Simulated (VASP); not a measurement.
# Cd (P6/mmm) in VASP: a series of runs, part 2 of 2

VASP 6.6.1. The steps go on from the part before.

### Step 5. Single point, LDA (20.53 Å³/atom)

INCAR reads:

```
SYSTEM = Cd
ALGO = Normal ; EDIFF = 1E-6
ENCUT = 500 ; GGA_COMPAT = .False.
ISIF = 2 ; ISMEAR = -1
LASPH = .True. ; LCHARG = .False.
LREAL = .False. ; LWAVE = .False.
NBANDS = 25 ; NELM = 120
PREC = Accurate ; SIGMA = 0.1
```

KPOINTS reads:

```
k-points
0
Gamma
  8 8 12
  0 0 0
```

POSCAR reads:

```
Cd
1.0
    4.9258318957      0.0000000000      0.0000000000
   -2.4629159479      4.2658955565      0.0000000000
    0.0000000000      0.0000000000      2.9307664872
Cd
3
Direct
    0.0000000000      0.0000000000      0.0000000000
    0.3333333333      0.6666666667      0.5000000000
    0.6666666667      0.3333333333      0.5000000000
```

Potentials or basis: VASP PAW LDA potentials, release 64 (Cd).

Started as:

```sh
cat potpaw_LDA.64/Cd/POTCAR > POTCAR
mpirun -np 1 vasp_std > vasp.out
```

OUTCAR:

```text
SYSTEM = Cd
   EDIFF = 1E-6
   ENCUT = 500
   ISIF = 2
   ISMEAR = -1
   LASPH = .True.
   LREAL = .False.
   NELM = 120
   PREC = Accurate

 ion  position               nearest neighbor table
   1  0.000  0.000  0.000-   2 3.20   3 3.20   2 3.20   3 3.20   3 3.20   3 3.20   2 3.20   2 3.20
                             3 3.20   3 3.20   2 3.20   2 3.20
   2  0.333  0.667  0.500-   3 2.84   3 2.84   3 2.84   1 3.20   1 3.20   1 3.20   1 3.20   1 3.20
                             1 3.20
   3  0.667  0.333  0.500-   2 2.84   2 2.84   2 2.84   1 3.20   1 3.20   1 3.20   1 3.20   1 3.20
                             1 3.20

  LATTYP: Found a hexagonal cell.
 ALAT       =     4.9258318957
 C/A-ratio  =     0.5949789902

  Lattice vectors:

 A1 = (   4.9258318957,   0.0000000000,   0.0000000000)
 A2 = (  -2.4629159479,   4.2658955565,   0.0000000000)
 A3 = (   0.0000000000,   0.0000000000,   2.9307664872)

Analysis of symmetry for initial positions (statically):
=====================================================================
 Subroutine PRICEL returns:
 Original cell was already a primitive cell.

 Routine SETGRP: Setting up the symmetry group for a
 hexagonal supercell.

[... 168 lines left out ...]
 E-fermi :   3.1892     XC(G=0): -11.6472

 val. band max:        3.1527371675   @ k =   0.2500   0.0000   0.2500
 cond. band min:       3.2349847121   @ k =   0.2500   0.0000   0.2500
 fundamental gap:      0.0822475446
 Fermi energy:         3.1891859049

 k-point     1 :       0.0000    0.0000    0.0000
  band No.  band energies     occupation
      1      -7.0474      2.00000
      2      -6.4348      2.00000
      3      -6.4105      2.00000
      4      -6.2131      2.00000
      5      -6.2038      2.00000
      6      -6.2038      2.00000
[... 661 lines left out ...]
     24      12.3448      0.00000
     25      13.1597      0.00000

 [... further k-points ...]

------------------------ aborting loop because EDIFF is reached ----------------------------------------

  FORCE on cell =-STRESS in cart. coord.  units (eV):
  Direction    XX          YY          ZZ          XY          YZ          ZX
  --------------------------------------------------------------------------------------
  -------------------------------------------------------------------------------------
  Total        0.2998644      0.2998644      0.0590849     -0.0000000     -0.0000000      0.0000000
  in kB        7.8012547      7.8012547      1.5371486     -0.0000000     -0.0000000      0.0000000
  external PRESSURE =       5.7132193 kB  Pullay stress =       0.0000000 kB

 VOLUME and BASIS-vectors are now :
 -----------------------------------------------------------------------------
  energy-cutoff  :      500.00
  volume of cell :       61.58
      direct lattice vectors                 reciprocal lattice vectors
     4.925831896  0.000000000  0.000000000     0.203011394  0.117208683  0.000000000
    -2.462915948  4.265895557  0.000000000     0.000000000  0.234417366  0.000000000
     0.000000000  0.000000000  2.930766487     0.000000000  0.000000000  0.341207668

 POSITION                                       TOTAL-FORCE (eV/Angst)
 -----------------------------------------------------------------------------------
      0.00000      0.00000      0.00000        -0.000000      0.000000     -0.000000
     -0.00000      2.84393      1.46538        -0.000000      0.000000      0.000000
      2.46292      1.42197      1.46538         0.000000     -0.000000     -0.000000
 -----------------------------------------------------------------------------------
    total drift:                                0.000000      0.000000     -0.000000

  FREE ENERGIE OF THE ION-ELECTRON SYSTEM (eV)
  ---------------------------------------------------
  free  energy   TOTEN  =        -4.3057549317 eV

  energy  without entropy=       -4.2734597271  energy(sigma->0) =       -4.28960733
```

OSZICAR:

```text
N       E                     dE             d eps       ncg     rms          rms(c)
DAV:   1     0.289750924639E+03    0.28975E+03   -0.19212E+04  3516   0.143E+03
DAV:   2     0.269841705489E+01   -0.28705E+03   -0.27598E+03  3537   0.389E+02
DAV:   3    -0.452333829185E+01   -0.72218E+01   -0.72014E+01  4090   0.727E+01
DAV:   4    -0.453840556185E+01   -0.15067E-01   -0.15063E-01  3835   0.308E+00
DAV:   5    -0.453844855190E+01   -0.42990E-04   -0.42989E-04  4287   0.155E-01    0.665E+00
DAV:   6    -0.433253855744E+01    0.20591E+00   -0.48800E-01  3968   0.762E+00    0.509E+00
DAV:   7    -0.430911398280E+01    0.23425E-01   -0.49564E-02  4033   0.175E+00    0.224E+00
DAV:   8    -0.430573904060E+01    0.33749E-02   -0.56122E-03  3803   0.907E-01    0.115E-01
DAV:   9    -0.430574969031E+01   -0.10650E-04   -0.43777E-05  4358   0.726E-02    0.357E-02
DAV:  10    -0.430575503573E+01   -0.53454E-05   -0.10948E-05  3803   0.345E-02    0.489E-03
DAV:  11    -0.430575493175E+01    0.10398E-06   -0.23838E-07  2141   0.487E-03
   1 F= -.43057549E+01 E0= -.42896073E+01  d E =-.322952E-01
```

stdout:

```text
POSCAR found type information on POSCAR Cd
 POSCAR found :  1 types and       3 ions
 scaLAPACK will be used
 LDA part: xc-table for (Slater(with rela. corr.)+CA(PZ))
 , standard interpolation
 POSCAR, INCAR and KPOINTS ok, starting setup
 FFT: planning ... GRIDC
 FFT: planning ... GRID_SOFT
 FFT: planning ... GRID
 WAVECAR not read
 entering main loop
```

Run time: 58 s. Hardware: 1 thread of Intel Xeon Platinum 8259CL at 2.50GHz (Skylake/Cascade Lake), shared host; peak memory 0.2 GiB.

What came out:

```yaml
Free_energy: -4.3058 eV
Pressure: 0.6 GPa
Band_gap_on_the_k_mesh: zero (bands 18 and 19 overlap by 4.47 eV)
```

Levels at points of the mesh, in eV from the Fermi level:
| k point | band 16 | band 17 | band 18 | band 19 | band 20 | band 21 |
| --- | --- | --- | --- | --- | --- | --- |
| (0.00, 0.00, 0.00) | -8.40 | 0.27 | 0.50 | 0.71 | 0.71 | 0.72 |
| (0.50, 0.00, 0.00) | -6.79 | -6.69 | -2.54 | -1.07 | 7.03 | 7.04 |
| (0.00, 0.00, 0.50) | -3.88 | -3.80 | 3.40 | 3.69 | 3.69 | 3.87 |
| (0.50, 0.00, 0.50) | -2.40 | -1.78 | -1.23 | -0.76 | 2.45 | 2.45 |

### Step 6. Single point, LDA (21.35 Å³/atom)

This run uses another cell than the first one, of 21.35 Å³/atom.

INCAR reads:

```
SYSTEM = Cd
  PREC = Accurate
  ENCUT = 500
  EDIFF = 1E-6
  ISMEAR = -1
  SIGMA = 0.1
  LREAL = .False.
  LASPH = .True.
  NELM = 120
  ALGO = Normal
  ISIF = 2
  LWAVE = .False.
  LCHARG = .False.
  NBANDS = 25
  GGA_COMPAT = .False.
```

KPOINTS reads:

```
Automatic mesh
0
Gamma
  8 8 12
  0 0 0
```

POSCAR reads:

```
Cd
1.0
    4.9906529068      0.0000000000      0.0000000000
   -2.4953264534      4.3220321987      0.0000000000
    0.0000000000      0.0000000000      2.9693336269
Cd
3
Direct
    0.0000000000      0.0000000000      0.0000000000
    0.3333333333      0.6666666667      0.5000000000
    0.6666666667      0.3333333333      0.5000000000
```

Potentials or basis: VASP PAW LDA potentials, release 64 (Cd).

Started as:

```sh
cat potpaw_LDA.64/Cd/POTCAR > POTCAR
mpirun -np 1 vasp_std > vasp.out
```

OUTCAR:

```text
SYSTEM = Cd
   PREC = Accurate
   ENCUT = 500
   EDIFF = 1E-6
   ISMEAR = -1
   LREAL = .False.
   LASPH = .True.
   NELM = 120
   ISIF = 2

 ion  position               nearest neighbor table
   1  0.000  0.000  0.000-   2 3.24   3 3.24   2 3.24   3 3.24   2 3.24   2 3.24   3 3.24   3 3.24
                             3 3.24   3 3.24   2 3.24   2 3.24
   2  0.333  0.667  0.500-   3 2.88   3 2.88   3 2.88   1 3.24   1 3.24   1 3.24   1 3.24   1 3.24
                             1 3.24
   3  0.667  0.333  0.500-   2 2.88   2 2.88   2 2.88   1 3.24   1 3.24   1 3.24   1 3.24   1 3.24
                             1 3.24

  LATTYP: Found a hexagonal cell.
 ALAT       =     4.9906529068
 C/A-ratio  =     0.5949789902

  Lattice vectors:

 A1 = (   4.9906529068,   0.0000000000,   0.0000000000)
 A2 = (  -2.4953264534,   4.3220321987,   0.0000000000)
 A3 = (   0.0000000000,   0.0000000000,   2.9693336269)

Analysis of symmetry for initial positions (statically):
=====================================================================
 Subroutine PRICEL returns:
 Original cell was already a primitive cell.

 Routine SETGRP: Setting up the symmetry group for a
 hexagonal supercell.

[... 167 lines left out ...]
 E-fermi :   2.8496     XC(G=0): -11.4363

 val. band max:        2.7463976695   @ k =   0.2500   0.2500   0.4167
 cond. band min:       2.8524210301   @ k =   0.2500  -0.0000   0.2500
 fundamental gap:      0.1060233606
 Fermi energy:         2.8496486744

 k-point     1 :       0.0000    0.0000    0.0000
  band No.  band energies     occupation
      1      -7.1645      2.00000
      2      -6.5996      2.00000
      3      -6.5780      2.00000
      4      -6.3867      2.00000
      5      -6.3867      2.00000
      6      -6.2209      2.00000
[... 661 lines left out ...]
     24      11.8130      0.00000
     25      12.5615      0.00000

 [... further k-points ...]

------------------------ aborting loop because EDIFF is reached ----------------------------------------

  FORCE on cell =-STRESS in cart. coord.  units (eV):
  Direction    XX          YY          ZZ          XY          YZ          ZX
  --------------------------------------------------------------------------------------
  -------------------------------------------------------------------------------------
  Total       -0.6106161     -0.6106161     -0.8542628     -0.0000000     -0.0000000      0.0000000
  in kB      -15.2747638    -15.2747638    -21.3696645     -0.0000000     -0.0000000      0.0000000
  external PRESSURE =     -17.3063974 kB  Pullay stress =       0.0000000 kB

 VOLUME and BASIS-vectors are now :
 -----------------------------------------------------------------------------
  energy-cutoff  :      500.00
  volume of cell :       64.05
      direct lattice vectors                 reciprocal lattice vectors
     4.990652907  0.000000000  0.000000000     0.200374584  0.115686320  0.000000000
    -2.495326453  4.322032199  0.000000000     0.000000000  0.231372640  0.000000000
     0.000000000  0.000000000  2.969333627     0.000000000  0.000000000  0.336775898

 POSITION                                       TOTAL-FORCE (eV/Angst)
 -----------------------------------------------------------------------------------
      0.00000      0.00000      0.00000         0.000000      0.000000      0.000000
     -0.00000      2.88135      1.48467         0.000000     -0.000000     -0.000000
      2.49533      1.44068      1.48467        -0.000000      0.000000      0.000000
 -----------------------------------------------------------------------------------
    total drift:                                0.000000      0.000000     -0.000000

  FREE ENERGIE OF THE ION-ELECTRON SYSTEM (eV)
  ---------------------------------------------------
  free  energy   TOTEN  =        -4.2962618683 eV

  energy  without entropy=       -4.2628524022  energy(sigma->0) =       -4.27955714
```

OSZICAR:

```text
N       E                     dE             d eps       ncg     rms          rms(c)
DAV:   1     0.286888060753E+03    0.28689E+03   -0.19086E+04  3524   0.141E+03
DAV:   2     0.279511629532E+01   -0.28409E+03   -0.27289E+03  3549   0.387E+02
DAV:   3    -0.449630360349E+01   -0.72914E+01   -0.72708E+01  4100   0.723E+01
DAV:   4    -0.451158347999E+01   -0.15280E-01   -0.15277E-01  3856   0.309E+00
DAV:   5    -0.451162728584E+01   -0.43806E-04   -0.43806E-04  4260   0.156E-01    0.595E+00
DAV:   6    -0.432084597158E+01    0.19078E+00   -0.46216E-01  3994   0.724E+00    0.466E+00
DAV:   7    -0.429958425309E+01    0.21262E-01   -0.43593E-02  3952   0.160E+00    0.215E+00
DAV:   8    -0.429624626567E+01    0.33380E-02   -0.49230E-03  3769   0.849E-01    0.110E-01
DAV:   9    -0.429625692524E+01   -0.10660E-04   -0.46049E-05  4269   0.720E-02    0.332E-02
DAV:  10    -0.429626196037E+01   -0.50351E-05   -0.11548E-05  3798   0.366E-02    0.456E-03
DAV:  11    -0.429626186827E+01    0.92100E-07   -0.20195E-07  2100   0.466E-03
   1 F= -.42962619E+01 E0= -.42795571E+01  d E =-.334095E-01
```

stdout:

```text
POSCAR found type information on POSCAR Cd
 POSCAR found :  1 types and       3 ions
 scaLAPACK will be used
 LDA part: xc-table for (Slater(with rela. corr.)+CA(PZ))
 , standard interpolation
 POSCAR, INCAR and KPOINTS ok, starting setup
 FFT: planning ... GRIDC
 FFT: planning ... GRID_SOFT
 FFT: planning ... GRID
 WAVECAR not read
 entering main loop
```

Wall time 76 s (1 thread of Intel Xeon Platinum 8259CL at 2.50GHz (Skylake/Cascade Lake), shared host); peak memory 0.2 GiB.

Results:

```yaml
Free_energy: -4.2963 eV
Pressure: -1.7 GPa
Band_gap_on_the_k_mesh: zero (bands 18 and 19 overlap by 4.50 eV)
```

Stress tensor (GPa, compression positive):
```
-1.53  0.00  0.00
 0.00 -1.53  0.00
 0.00  0.00 -2.14
```

### Step 7. The runs side by side

| cell | k mesh | gap on the mesh (eV) | pressure (GPa) |
| --- | --- | --- | --- |
| a = 4.926, b = 4.926, c = 2.931 Å, angles 90.0, 90.0, 120.0°, 3 atoms | 7 × 7 × 10 | none | 0.6 |
| a = 4.720, b = 4.720, c = 2.809 Å, angles 90.0, 90.0, 120.0°, 3 atoms | 8 × 8 × 12 | none | 12.8 |
| a = 4.791, b = 4.791, c = 2.850 Å, angles 90.0, 90.0, 120.0°, 3 atoms | 8 × 8 × 12 | none | 7.6 |
| a = 4.926, b = 4.926, c = 2.931 Å, angles 90.0, 90.0, 120.0°, 3 atoms | 8 × 8 × 12 | none | 0.6 |
| a = 4.991, b = 4.991, c = 2.969 Å, angles 90.0, 90.0, 120.0°, 3 atoms | 8 × 8 × 12 | none | -1.7 |

Alike in all rows: task single point; level LDA; potentials or basis VASP PAW LDA potentials, release 64 (Cd); no spin polarisation; cutoff (eV) 500; smearing fermi-dirac 0.1 eV.

Caveats: the cell stands under pressure (at least some runs).

Absolute energies hang on the potentials; compare differences alone.
